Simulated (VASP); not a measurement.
# AgCl (zincblende type) (F-43m) in VASP: further runs

Runs on AgCl (zincblende type). Level: PBE. Tasks: electric field gradients.

All numbers are computed with VASP 6.6.1; they aren't measurements. Logs are shortened: lines on timing, memory, paths and dates and some standing lists are left out, and cuts for length are marked.

## (1) The cell of the first run

It takes space group F-43m (No. 216, cubic). Conventional cell: a = 5.936 Å, b = 5.936 Å, c = 5.936 Å, α = 90.00°, β = 90.00°, γ = 90.00°. Within 3.4 Å of Ag (site symmetry -43m) lie 4 Cl at 2.57 Å. Cl (site symmetry -43m) has 4 Ag at 2.57 Å within 3.4 Å.

## (2) Electric field gradients, PBE, collinear spin, zero start

Contents of INCAR:

```
SYSTEM = AgCl
  ALGO = Normal
  EDIFF = 1E-8
  ENCUT = 520
  GGA = PE
  ISIF = 2
  ISMEAR = -4
  ISPIN = 2
  LASPH = .True.
  LCHARG = .False.
  LEFG = .True.
  LMAXMIX = 4
  LORBIT = 11
  LREAL = .False.
  LWAVE = .False.
  MAGMOM = 0 0
  NBANDS = 20
  NELM = 150
  PREC = Accurate
  SIGMA = 0.1
```

Contents of KPOINTS:

```
k-points
0
Gamma
  11 11 11
  0 0 0
```

Contents of POSCAR:

```
AgCl
1.0
    0.0000000000      2.9682291506      2.9682291506
    2.9682291506      0.0000000000      2.9682291506
    2.9682291506      2.9682291506      0.0000000000
Ag Cl
1 1
Direct
    0.0000000000      0.0000000000      0.0000000000
    0.2500000000      0.2500000000      0.2500000000
```

Potentials or basis: VASP PAW PBE potentials, release 64 (Ag, Cl).

On the command line:

```console
> cat potpaw_PBE.64/Ag/POTCAR potpaw_PBE.64/Cl/POTCAR > POTCAR
> mpirun -np 1 vasp_std > vasp.out
```

OUTCAR:

```text
SYSTEM = AgCl
   EDIFF = 1E-8
   ENCUT = 520
   GGA = PE
   ISIF = 2
   ISMEAR = -4
   ISPIN = 2
   LASPH = .True.
   LORBIT = 11
   LREAL = .False.
   NELM = 150
   PREC = Accurate

 ion  position               nearest neighbor table
   1  0.000  0.000  0.000-   2 2.57   2 2.57   2 2.57   2 2.57
   2  0.250  0.250  0.250-   1 2.57   1 2.57   1 2.57   1 2.57

  LATTYP: Found a face centered cubic cell.
 ALAT       =     5.9364583012

  Lattice vectors:

 A1 = (   0.0000000000,   2.9682291506,   2.9682291506)
 A2 = (   2.9682291506,   0.0000000000,   2.9682291506)
 A3 = (   2.9682291506,   2.9682291506,   0.0000000000)

Analysis of symmetry for initial positions (statically):
=====================================================================
 Subroutine PRICEL returns:
 Original cell was already a primitive cell.

 Routine SETGRP: Setting up the symmetry group for a
 face centered cubic supercell.

 Subroutine GETGRP returns: Found 24 space group operations
 (whereof 24 operations were pure point group operations)
 out of a pool of 48 trial point group operations.

The static configuration has the point symmetry T_d .

Analysis of symmetry for dynamics (positions and initial velocities):
=====================================================================
 Subroutine PRICEL returns:
 Original cell was already a primitive cell.

 Routine SETGRP: Setting up the symmetry group for a
 face centered cubic supercell.

 Subroutine GETGRP returns: Found 24 space group operations
 (whereof 24 operations were pure point group operations)
 out of a pool of 48 trial point group operations.

The dynamic configuration has the point symmetry T_d .

Analysis of structural, dynamic, and magnetic symmetry:
=====================================================================
 Subroutine PRICEL returns:
 Original cell was already a primitive cell.

 Routine SETGRP: Setting up the symmetry group for a
 face centered cubic supercell.

 Subroutine GETGRP returns: Found 24 space group operations
 (whereof 24 operations were pure point group operations)
 out of a pool of 48 trial point group operations.

The overall configuration has the point symmetry T_d .

 Subroutine INISYM returns: Found 24 space group operations
 (whereof 24 operations are pure point group operations),
 and found     1 'primitive' translations

----------------------------------------------------------------------------------------

                                     Primitive cell

  volume of cell :      52.3025

  direct lattice vectors                    reciprocal lattice vectors
     0.000000000  2.968229151  2.968229151    -0.168450606  0.168450606  0.168450606
     2.968229151  0.000000000  2.968229151     0.168450606 -0.168450606  0.168450606
     2.968229151  2.968229151  0.000000000     0.168450606  0.168450606 -0.168450606

  length of vectors
     4.197709921  4.197709921  4.197709921     0.291765009  0.291765009  0.291765009

  position of ions in fractional coordinates (direct lattice)
     0.000000000  0.000000000  0.000000000
     0.250000000  0.250000000  0.250000000

  ion indices of the primitive-cell ions
   primitive index   ion index
                 1           1
                 2           2

----------------------------------------------------------------------------------------

 KPOINTS: k-points

Automatic generation of k-mesh.
 Grid dimensions read from file:
 generate k-points for:   11   11   11

 Generating k-lattice:

  Cartesian coordinates                     Fractional coordinates (reciprocal lattice)
    -0.015313691  0.015313691  0.015313691     0.090909091  0.000000000  0.000000000
     0.015313691 -0.015313691  0.015313691     0.000000000  0.090909091  0.000000000
     0.015313691  0.015313691 -0.015313691     0.000000000  0.000000000  0.090909091

  Length of vectors
     0.026524092  0.026524092  0.026524092

[... 60 lines left out ...]
   NFREE  =      0    steps in history (QN), initial steepest desc. (CG)
   ISIF   =      2    stress and relaxation
   ISYM   =      2    0-nonsym 1-usesym 2-fastsym
   POTIM  = 0.5000    time-step for ionic-motion
   TEBEG  =    0.0;   TEEND  =   0.0 temperature during run
   PSTRESS=    0.0 pullay stress
   NELECT =      18.0000    total number of electrons
   NUPDOWN=      -1.0000    fix difference up-down
   EMIN   =  10.00;   EMAX   =-10.00  energy-range for DOS
   EFERMI =   0.00;   METHOD = LEGACY
   ISMEAR =    -4;   SIGMA  =   0.10  broadening in eV -4-tet -1-fermi 0-gaus
   EFERMI_NEDOS =   21; number of points for ismear=-14 and -15
   IALGO  =     38    algorithm
   IMIX   =      4    mixing-type and parameters
     AMIX     =   0.40;   BMIX     =  1.00
     AMIX_MAG =   1.60;   BMIX_MAG =  1.00
  volume/ion in A,a.u.               =      26.15       176.48
  Fermi-wavevector in a.u.,A,eV,Ry     =   1.147250  2.167989 17.907765  1.316184
  Thomas-Fermi vector in A             =   2.283931
   LORBIT       =     11    0 simple, 1 ext, 2 COOP (PROOUT), +10 PAW based schemes
   GGA     = PE    functional components
   LHFCALC =     F    Hartree Fock is set to
   AEXX    =    0.0000 exact exchange contribution
   IVDW    =     0    specifies the selected vdW correction
   LEPSILON=     F    determine dielectric tensor
   LRPA    =     F    only Hartree local field effects (RPA)
 spin polarized calculation
 Fermi weights with tetrahedron method witout Bloechl corrections
  energy-cutoff  :      520.00
  volume of cell :       52.30
 maximum number of plane-waves:      1420
   NGX = 15   NGY = 15   NGZ = 15

 number of electron      18.0000003 magnetization       0.0000000

 number of electron      18.0000003 magnetization      -0.0000000

 Free energy of the ion-electron system (eV)
  ---------------------------------------------------
  ext. energy  EPLUGINS =         0.00000000
  ---------------------------------------------------
  free energy    TOTEN  =        -5.43339666 eV

  energy without entropy =       -5.43339666  energy(sigma->0) =       -5.43339666

 E-fermi :   2.1271     XC(G=0):  -8.6639

 val. band max:        2.0233021325   @ k =   0.0000   0.0000   0.0000
 cond. band min:       3.2448427678   @ k =   0.0000   0.0000   0.0000
 fundamental gap:      1.2215406353
 Fermi energy:         2.1271217507

 spin component 1

 k-point     1 :       0.0000    0.0000    0.0000
  band No.  band energies     occupation
      1     -12.9874      1.00000
      2      -2.2342      1.00000
      3      -2.2342      1.00000
      4      -2.2342      1.00000
      5      -0.1933      1.00000
      6      -0.1933      1.00000
[... 541 lines left out ...]
     19      19.7998      0.00000
     20      20.8504      0.00000

 [... further k-points ...]

 spin component 2

 k-point     1 :       0.0000    0.0000    0.0000
  band No.  band energies     occupation
      1     -12.9874      1.00000
      2      -2.2342      1.00000
      3      -2.2342      1.00000
      4      -2.2342      1.00000
      5      -0.1933      1.00000
      6      -0.1933      1.00000
[... 541 lines left out ...]
     19      19.7998      0.00000
     20      20.8504      0.00000

 [... further k-points ...]

------------------------ aborting loop because EDIFF is reached ----------------------------------------

  FORCE on cell =-STRESS in cart. coord.  units (eV):
  Direction    XX          YY          ZZ          XY          YZ          ZX
  --------------------------------------------------------------------------------------
  -------------------------------------------------------------------------------------
  Total        0.6638866      0.6638866      0.6638866      0.0000000      0.0000000     -0.0000000
  in kB       20.3367795     20.3367795     20.3367795      0.0000000      0.0000000     -0.0000000
  external PRESSURE =      20.3367795 kB  Pullay stress =       0.0000000 kB

 VOLUME and BASIS-vectors are now :
 -----------------------------------------------------------------------------
  energy-cutoff  :      520.00
  volume of cell :       52.30
      direct lattice vectors                 reciprocal lattice vectors
     0.000000000  2.968229151  2.968229151    -0.168450606  0.168450606  0.168450606
     2.968229151  0.000000000  2.968229151     0.168450606 -0.168450606  0.168450606
     2.968229151  2.968229151  0.000000000     0.168450606  0.168450606 -0.168450606

 POSITION                                       TOTAL-FORCE (eV/Angst)
 -----------------------------------------------------------------------------------
      0.00000      0.00000      0.00000        -0.000000     -0.000000     -0.000000
      1.48411      1.48411      1.48411         0.000000      0.000000      0.000000
 -----------------------------------------------------------------------------------
    total drift:                                0.000000      0.000000      0.000000

  FREE ENERGIE OF THE ION-ELECTRON SYSTEM (eV)
  ---------------------------------------------------
  free  energy   TOTEN  =        -5.4333966602 eV

  energy  without entropy=       -5.4333966602  energy(sigma->0) =       -5.43339666

 Electric field gradients (V/A^2)
---------------------------------------------------------------------
 ion       V_xx      V_yy      V_zz      V_xy      V_xz      V_yz
---------------------------------------------------------------------
   1       0.000     0.000    -0.000    -0.000    -0.000    -0.000
   2      -0.000     0.000    -0.000    -0.000    -0.000    -0.000
---------------------------------------------------------------------

 Electric field gradients after diagonalization (V/A^2)
 (convention: |V_zz| > |V_xx| > |V_yy|)
----------------------------------------------------------------------
 ion       V_xx      V_yy      V_zz     asymmetry (V_yy - V_xx)/ V_zz
----------------------------------------------------------------------
   1       0.000     0.000    -0.000       0.000
   2       0.000     0.000    -0.001       0.000
----------------------------------------------------------------------

           NMR quadrupolar parameters

 Cq : quadrupolar parameter    Cq=e*Q*V_zz/h
 eta: asymmetry parameters     (V_yy - V_xx)/ V_zz
 Q  : nuclear electric quadrupole moment in mb (millibarn)
----------------------------------------------------------------------
 ion       Cq(MHz)       eta       Q (mb)
----------------------------------------------------------------------
   1      -0.000       0.000       1.000
   2      -0.000       0.000       1.000
----------------------------------------------------------------------

 total charge

# of ion       s       p       d       tot
------------------------------------------
    1        0.234   0.191   9.355   9.780
    2        1.592   3.494   0.000   5.086
--------------------------------------------------
tot          1.826   3.685   9.355  14.866

 magnetization (x)

# of ion       s       p       d       tot
------------------------------------------
    1       -0.000  -0.000   0.000  -0.000
    2        0.000   0.000   0.000   0.000
--------------------------------------------------
tot         -0.000   0.000   0.000   0.000
```

Run time: 79 s. Hardware: 1 thread of AMD EPYC 7R43 (Zen 3), shared host; peak memory 0.22 GiB.

What came out:

| Item | Value |
| --- | --- |
| Free energy | -5.4334 eV |
| Pressure | 2.0 GPa |
| Band gap on the k mesh | 1.22 eV, direct |
| Net moment | 0.00 μB per cell |
| Valence electrons inside the program's atomic spheres | Ag 9.78; Cl 5.09 |

Levels at points of the mesh, in eV from the valence-band top:
Spin up:
```tsv
k point	band 7	band 8	band 9	band 10	band 11	band 12
(0.00, 0.00, 0.00)	0.00	0.00	0.00	1.22	8.07	8.07
```
Spin down:
```tsv
k point	band 6	band 7	band 8	band 9	band 10	band 11	band 12	band 13
(0.00, 0.00, 0.00)	-2.22	0.00	0.00	0.00	1.22	8.07	8.07	8.07
```

Caveat: without QUAD_EFG the Cq values of the log hold for a quadrupole moment of 1 mb, not for the nuclei.

[end of part 1 of 2]
